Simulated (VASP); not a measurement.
Input of a VASP 6.6.1 run:

The input POSCAR:

```
MgI2
1.0
   -0.0751144117      3.6806061742      3.6806061742
    3.6806061742     -0.0751144117      3.6806061742
    3.6806061742      3.6806061742     -0.0751144117
Mg I
1 2
Direct
    0.0000000000      0.0000000000      0.0000000000
    0.2493108030      0.2493108030      0.2493108030
    0.7506891970      0.7506891970      0.7506891970
```

File INCAR.step1:

```
SYSTEM = MgI2
ALGO = Normal
EDIFF = 1E-4
ENCUT = 520
GGA = PE
ISMEAR = 0
LASPH = .True.
LCHARG = .False.
LREAL = .False.
LWAVE = .True.
NBANDS = 15
NELM = 80
PREC = Accurate
SIGMA = 0.01
```

INCAR.step2

```
SYSTEM = MgI2
ALGO = Normal
EDIFF = 1E-6
ENCUT = 520
ISIF = 2
ISMEAR = 0
ISTART = 1
LASPH = .True.
LCHARG = .True.
LELF = .True.
LMIXTAU = .True.
LREAL = .False.
LVHAR = .True.
LWAVE = .False.
METAGGA = R2SCAN
NBANDS = 15
NELM = 80
PREC = Accurate
SIGMA = 0.01
```

The input KPOINTS:

```
k-points
0
Gamma
  6 6 6
  0 0 0
```

Potentials or basis: VASP PAW PBE potentials, release 64 (Mg, I).

The run is started by

```sh
$ cat potpaw_PBE.64/Mg/POTCAR potpaw_PBE.64/I/POTCAR > POTCAR
$ cp INCAR.step1 INCAR
$ mpirun -np 1 vasp_std > vasp.out
$ cp INCAR.step2 INCAR
$ mpirun -np 1 vasp_std > vasp.out
```

Q: Predict the band gap on the k mesh.

A: 1.38 eV, indirect (least direct gap 1.44 eV).

Q: Predict the pressure.

A: 0.9 GPa.

Stress tensor (GPa, compression positive):
```
 0.91 -0.36 -0.36
-0.36  0.91 -0.36
-0.36 -0.36  0.91
```

Caveat: the cell differs from its parent crystal (strain along [111] -3.0%); the PAW data sets were made with another functional, which shifts forces and pressure a little; spin-orbit coupling is left out, which moves the levels of the heavy elements. A k mesh can miss the band edges.
